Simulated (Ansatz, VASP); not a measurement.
Hg in VASP and in Ansatz

INCAR

```
SYSTEM = Hg
  ALGO = Fast
  EDIFF = 1E-7
  ENCUT = 520
  GGA = PE
  ISIF = 2
  ISMEAR = -1
  LASPH = .TRUE.
  LCHARG = .TRUE.
  LELF = .TRUE.
  LREAL = .FALSE.
  LVHAR = .TRUE.
  LWAVE = .FALSE.
  NBANDS = 12
  NELM = 100
  PREC = Accurate
  SIGMA = 0.2585199978643553
```

KPOINTS

```
k-points
0
G
  4 4 4
  0 0 0
```

Contents of POSCAR:

```
Hg
1.0
   -2.0696950000      2.0696950000      1.8022580000
    2.0696950000     -2.0696950000      1.8022580000
    2.0696950000      2.0696950000     -1.8022580000
Hg
1
Direct
    0.0554859515      0.0554859515      0.0000000000
```

Input for Ansatz:

```yaml
crystal:
  lattice:
    - [-2.069695, 2.069695, 1.802258]
    - [2.069695, -2.069695, 1.802258]
    - [2.069695, 2.069695, -1.802258]
  atoms:
    - { symbol: Hg, position: [0.0554859515, 0.0554859515, 0.0] }
basis:
  xc_grid: 3
kpoints:
  mp_grid: { grid: [4, 4, 4] }
hamiltonian:
  xc: pbe
  pseudopotentials: { kind: nc }
scf:
  occupations: { method: fermi_dirac, width: "3000 K" }
  n_extra_bands: 5
output:
  forces: true
  stress: true
  eigenvalues: true
```

Alike in both runs: task single point; functional PBE; k mesh 4 × 4 × 4; no spin polarisation.

```csv
,VASP,Ansatz
version,VASP 6.6.1,Ansatz 0.2.0
potentials or method,"VASP PAW PBE potentials, release 64 (Hg)","scalar-relativistic, plane waves, norm-conserving potentials"
plane-wave cutoff (eV),520,898
occupations,"fermi-dirac, width 0.25852 eV",fermi-dirac
valence electrons in the cell,12,20
```

|  | VASP | Ansatz | Ansatz less VASP |
| --- | --- | --- | --- |
| gap on the k mesh at the Fermi level (eV) | none | none | - |
| pressure (GPa) | -0.6 | -0.6 | -0.02 |
| traceless stress, the component that is largest in VASP (GPa) | -0.40 | -0.40 | +0.002 |

A gap of «none» marks a metal or a gap that the smearing closes. VASP's potentials hold 12 valence electrons a cell and Ansatz's 20, so a difference there can come from the potentials and not from the codes.

The k mesh is coarse, so the values compare programs but aren't converged. Spin-orbit coupling is off throughout.
